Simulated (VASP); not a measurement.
Pt: relaxation of cell and atoms with PBEsol

Crystal: Pt.

```
CELL_PARAMETERS angstrom
0.00000 1.96090 1.96090
1.96090 0.00000 1.96090
1.96090 1.96090 0.00000
ATOMIC_POSITIONS crystal
Pt 0.00000 0.00000 0.00000
```

```
Program                : VASP 6.6.1
Task                   : relaxation of cell and atoms
Functional             : PBEsol
Potentials or basis    : VASP PAW PBE potentials, release 64 (Pt)
Cutoff                 : 600 eV
k mesh                 : 24 × 24 × 24
Occupations            : fermi-dirac, width 0.1 eV
Spin                   : no spin polarisation
Dipole correction      : no
Further INCAR settings : ALGO = Normal; EDIFF = 1e-06; IBRION = 2; EDIFFG = -0.002; NSW = 100; ISIF = 3
```

| Property | Result |
| --- | --- |
| Relaxed volume | 15.04 Å³/atom |
| Relaxed cell | a = 2.771 Å, b = 2.771 Å, c = 2.771 Å, α = 60.00°, β = 60.00°, γ = 60.00° |
| Space group after relaxing (to 0.05 Å) | Fm-3m (No. 225) |
| Energy gained by relaxing | 0.1 meV/atom |
| Ionic steps | 3 |
| Pressure after relaxing | 0.0 GPa |
| Band gap on the k mesh | zero (band 5 reaches 11.65 eV, above the bottom of band 6 at 9.41 eV) |

Final structure:
```
CELL_PARAMETERS angstrom
0.00000 1.95915 1.95915
1.95915 0.00000 1.95915
1.95915 1.95915 0.00000
ATOMIC_POSITIONS crystal
Pt 0.00000 0.00000 0.00000
```

Levels at points of the mesh, in eV from the Fermi level:
| k point | band 1 | band 2 | band 3 | band 4 | band 5 | band 6 | band 7 | band 8 | band 9 |
| --- | --- | --- | --- | --- | --- | --- | --- | --- | --- |
| (0.00, 0.00, 0.00) | -10.33 | -3.83 | -3.83 | -3.83 | -1.64 | -1.64 | 14.61 | 19.58 | 19.58 |
| (0.50, 0.00, 0.00) | -7.41 | -3.89 | -3.89 | -0.57 | 0.04 | 0.04 | 5.82 | 14.16 | 18.95 |
| (0.50, 0.50, 0.00) | -7.15 | -6.68 | 0.01 | 0.49 | 0.49 | 1.70 | 8.85 | 11.34 | 11.34 |

It took 37 s on 1 thread of Intel(R) Xeon(R) 6975P-C (Granite Rapids), with other jobs on the host, peak memory 0.21 GiB.

Caveat: the PAW data sets were made with another functional, which shifts forces and pressure a little; spin-orbit coupling is left out, which moves the levels of the heavy elements.
